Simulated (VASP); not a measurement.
Write the native input for VASP 6.6.1 that does the following.

| Property | Result |
| --- | --- |
| Task | single point |
| Functional | PBE |
| Dispersion | D3(BJ) |
| Potentials or basis | VASP PAW PBE potentials, release 64 (O_h, H_h, S) |
| Cutoff | 910 eV |
| k mesh | 1 × 1 × 1 |
| Occupations | fermi-dirac, width 0.05 eV |
| Spin | no spin polarisation |
| Dipole correction | no |
| Second run | hard_potentials |
| Further INCAR settings | LREAL = Auto; ALGO = Normal; EDIFF = 1e-06; NBANDS = 60 |

The structure of H16SO10 lies in POSCAR:

```
H16SO10
1.0
    6.3096690000      0.0000000000      0.0000000000
    0.0000000000      6.3096690000      0.0000000000
    0.0000000000      0.0000000000      6.3096690000
O H S
10 16 1
Direct
    0.6650488502      0.1443521726      0.5818486717
   -0.0672565580      0.0007989292      0.1646574150
    0.1959863865      0.3467049837      0.1912936863
    0.5553707933      0.4363981268     -0.1166383105
    0.5001464453      0.9897394440      0.1018723429
    0.8845700389      0.5327277440      0.6340015108
    0.0963896972     -0.0341989871      0.5777686049
    0.2143514741      0.7306183375      0.9293096080
    0.7346781258      0.5797659005      0.2233509981
    0.4356457335      0.6116086760      0.4738304553
    0.6154888344      0.2115446398      0.7136074583
    0.7926228987      0.0654948644      0.6208941535
    0.0116042955      0.1364621277      0.1624352118
    0.0147090297     -0.0984748860      0.0753768721
    0.1749323546      0.4646554685      0.0911145489
    0.2543837278      0.4192687143      0.3159626341
    0.4300117474      0.5267509323     -0.1372743951
    0.6035318781      0.4679738278      0.0295017174
    0.4350189863      1.1277062817      0.1307704891
    0.6558933184      1.0109913093      0.1098667379
    0.8539118359      0.3995036773      0.5565422666
    0.7816693356      0.5176475984      0.7531221688
    0.2133995292      0.0668991246      0.5686086274
    0.0492580304     -0.0522833679      0.4291707559
    0.1707398381      0.7700364264      0.7840172733
    0.3310524118      0.8292530749      0.9703357260
    0.6409743611      0.6947311591      0.4027891715
```

The input as run:

INCAR

```
PREC     = Accurate       # precision mode
ENCUT    = 910            # plane-wave cutoff, eV
EDIFF    = 1E-6           # SCF threshold, eV
ISMEAR   = -1             # smearing method
SIGMA    = 0.05           # smearing width, eV
LREAL    = Auto         
LASPH    = True           # aspherical terms in the spheres
NELM     = 120            # most SCF steps
ALGO     = Normal         # electronic algorithm
ISIF     = 2              # what is computed and relaxed
LWAVE    = False          # write WAVECAR
LCHARG   = False          # write CHGCAR
GGA      = PE             # functional
IVDW     = 12             # dispersion correction
NBANDS   = 60             # bands
GGA_COMPAT= False
```

KPOINTS

```
regular mesh
0
Gamma
  1 1 1
```

Potentials or basis: VASP PAW PBE potentials, release 64 (O_h, H_h, S).

Launch:

```sh
$ cat potpaw_PBE.64/O_h/POTCAR potpaw_PBE.64/H_h/POTCAR potpaw_PBE.64/S/POTCAR > POTCAR
$ mpirun -np 1 vasp_gam > vasp.out
```

It gave:

| Property | Result |
| --- | --- |
| Pressure | -0.1 GPa |
| Largest force | 0.473 eV/Å |
| Band gap on the k mesh | 3.69 eV |
| Dispersion energy per atom | -0.049 eV |

Caveat: the k points lie up to 1.00 Å⁻¹ apart; the cutoff is under 1.25 times the usual one of these potentials, so pressure, stress and relaxed cells hold a basis-set (Pulay) error.

Wall time 68 s on 1 thread of AMD EPYC 7R43 64-Core Processor (Zen 3), on a shared host, peak memory 0.47 GiB.
